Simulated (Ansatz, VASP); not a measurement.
One calculation of Pd, two programs

POSCAR

```
Pd
1.0
   -1.5722810000      1.5722810000      1.5722810000
    1.5722810000     -1.5722810000      1.5722810000
    1.5722810000      1.5722810000     -1.5722810000
Pd
1
Direct
    0.0000000000      0.0000000000      0.0000000000
```

The input INCAR.step1:

```
PREC     = Accurate       # precision mode
ENCUT    = 520            # plane-wave cutoff, eV
EDIFF    = 1E-5           # SCF threshold, eV
ISMEAR   = -1             # smearing method
SIGMA    = 0.05           # smearing width, eV
LREAL    = False          # projectors in reciprocal space
LASPH    = True           # aspherical terms in the spheres
NELM     = 60             # most SCF steps
ALGO     = Normal         # electronic algorithm
ISIF     = 2              # what is computed and relaxed
LWAVE    = True           # write WAVECAR
LCHARG   = False          # write CHGCAR
GGA      = PE             # functional
NBANDS   = 11             # bands
```

INCAR.step2

```
PREC     = Accurate       # precision mode
ENCUT    = 520            # plane-wave cutoff, eV
EDIFF    = 1E-7           # SCF threshold, eV
ISMEAR   = -1             # smearing method
SIGMA    = 0.05           # smearing width, eV
LREAL    = False          # projectors in reciprocal space
LASPH    = True           # aspherical terms in the spheres
NELM     = 60             # most SCF steps
ALGO     = Normal         # electronic algorithm
ISIF     = 2              # what is computed and relaxed
LWAVE    = False          # write WAVECAR
LCHARG   = False          # write CHGCAR
METAGGA  = R2SCAN         # meta-GGA
LHFCALC  = True           # exact exchange
AEXX     = 0.25           # exact-exchange fraction
LMIXTAU  = True         
PRECFOCK = Normal       
ISTART   = 1            
NBANDS   = 11             # bands
```

The input KPOINTS:

```
Automatic mesh
0
Gamma
  6 6 6
```

input

```
crystal:
  lattice:
    - [-1.572281, 1.572281, 1.572281]
    - [1.572281, -1.572281, 1.572281]
    - [1.572281, 1.572281, -1.572281]
  atoms:
    - { symbol: Pd, position: [0.0, 0.0, 0.0] }
hamiltonian:
  xc: r2scan0
  pseudopotentials: { kind: paw }
kpoints:
  mp_grid: { grid: [6, 6, 6] }
scf:
  occupations: { method: fermi_dirac, width: 0.05 }
output:
  forces: true
  stress: true
  eigenvalues: true
```

Alike in both runs: task single point; functional r2SCAN0; k mesh 6 × 6 × 6; occupations fermi-dirac, width 0.05 eV; no spin polarisation.

```csv
,VASP,Ansatz
version,VASP 6.6.1,Ansatz 0.2.0
potentials or method,"VASP PAW PBE potentials, release 64 (Pd)",Ansatz PAW
plane-wave cutoff (eV),520,500
valence electrons in the cell,10,18
```

|  | VASP | Ansatz | Ansatz less VASP |
| --- | --- | --- | --- |
| gap on the k mesh at the Fermi level (eV) | none | none | - |
| pressure (GPa) | -8.6 | -9.2 | -0.62 |

VASP's potentials were made for PBE, not for r2SCAN0. A gap of «none» marks a metal or a gap that the smearing closes. The functional is the same, so the differences come from potentials, cutoffs and numerics. VASP's potentials hold 10 valence electrons a cell and Ansatz's 18, so a difference there can come from the potentials and not from the codes.

The k mesh is coarse, so the values compare programs but aren't converged.
